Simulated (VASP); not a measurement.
Set up this calculation in VASP 6.6.1, as the native input.

- Task: single point
- Functional: PBE
- Potentials or basis: VASP PAW PBE potentials, release 64 (Sb, Pb_d)
- Cutoff: 520 eV
- k mesh: 10 × 10 × 10
- Occupations: gaussian, width 0.1 eV
- Spin: no spin polarisation
- Dipole correction: no
- Further INCAR settings: ALGO = Normal; EDIFF = 1e-06; NBANDS = 22

The structure of Sb3Pb lies in POSCAR:

```
Sb3Pb
1.0
   -3.2514686817      3.2514686817      3.2514686817
    3.2514686817     -3.2514686817      3.2514686817
    3.2514686817      3.2514686817     -3.2514686817
Sb Pb
3 1
Direct
    0.0000000000      0.5000000000      0.5000000000
    0.5000000000      0.0000000000      0.5000000000
    0.5000000000      0.5000000000      0.0000000000
    0.0000000000      0.0000000000      0.0000000000
```

This cell differs from its parent crystal: volume scaled by 1.10.

One way to write it, as run:

INCAR

```
PREC = Accurate
ENCUT = 520
EDIFF = 1E-6
ISMEAR = 0
SIGMA = 0.1
LREAL = F
LASPH = T
NELM = 60
ALGO = Normal
ISIF = 2
LWAVE = F
LCHARG = F
GGA = PE
NBANDS = 22
```

KPOINTS

```
regular mesh
0
Gamma
  10 10 10
```

Potentials or basis: VASP PAW PBE potentials, release 64 (Sb, Pb_d).

Launch:

```sh
$ cat potpaw_PBE.64/Sb/POTCAR potpaw_PBE.64/Pb_d/POTCAR > POTCAR
$ mpirun -np 1 vasp_std > vasp.out
```

It gave:

```
Pressure : -3.8 GPa
```

Run time: 59 s on 1 thread of Intel(R) Xeon(R) 6975P-C (Granite Rapids), with other jobs on the host, peak memory 0.34 GiB.
